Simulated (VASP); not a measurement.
## Be3Cd2S: single point with PBE

Be3Cd2S:

```
Be Cd S
1.0
     2.69093    1.55361    3.46970
    -2.69093    1.55361    3.46970
     0.00000   -3.10721    3.46970
Be Cd S
3 2 1
Direct
  0.00000 0.50000 0.50000
  0.50000 0.00000 0.50000
  0.50000 0.50000 0.00000
  0.13142 0.13142 0.13142
  0.86858 0.86858 0.86858
  0.50000 0.50000 0.50000
```

The cell was built from a structure type or drawn by symmetry, and may not be a known phase.

```json
{
  "Program": "VASP 6.6.1",
  "Task": "single point",
  "Functional": "PBE",
  "Potentials or basis": "VASP PAW PBE potentials, release 64 (Be, Cd, S)",
  "Cutoff": "520 eV",
  "k mesh": "6 × 6 × 6",
  "Occupations": "gaussian, width 0.1 eV",
  "Spin": "no spin polarisation",
  "Dipole correction": "no",
  "Further INCAR settings": "ALGO = Normal; EDIFF = 1e-07; NBANDS = 27"
}
```

| Item | Value |
| --- | --- |
| Pressure | 0.2 GPa |
| Largest force | 0.004 eV/Å |
| Band gap on the k mesh | zero (bands 18 and 19 overlap by 1.31 eV) |

Forces on the atoms (eV/Å):
```
Be   0.000  0.000  0.000
Be   0.000  0.000  0.000
Be   0.000  0.000  0.000
Cd   0.000  0.000  0.004
Cd   0.000  0.000 -0.004
S    0.000  0.000  0.000
```

Stress tensor (GPa, compression positive):
```
0.29 0.00 0.00
0.00 0.29 0.00
0.00 0.00 0.13
```

Levels at points of the mesh, in eV from the Fermi level:
```tsv
k point	band 14	band 15	band 16	band 17	band 18	band 19	band 20	band 21	band 22	band 23
(0.00, 0.00, 0.00)	-5.11	-5.11	-1.63	-0.81	-0.81	0.90	1.01	1.01	2.68	2.68
(0.50, 0.00, 0.00)	-5.34	-4.62	-1.98	-1.11	-0.88	0.77	1.39	1.56	2.13	3.19
(0.50, 0.50, 0.00)	-5.75	-5.32	-3.89	-1.01	0.45	1.97	2.20	2.54	2.72	2.96
(0.50, 0.50, 0.50)	-4.96	-4.96	-2.96	-2.96	-2.19	0.28	1.93	2.29	2.29	3.91
```

It took 97 s on 1 thread of Intel Xeon 8259CL, with other jobs on the host, peak memory 0.24 GiB.
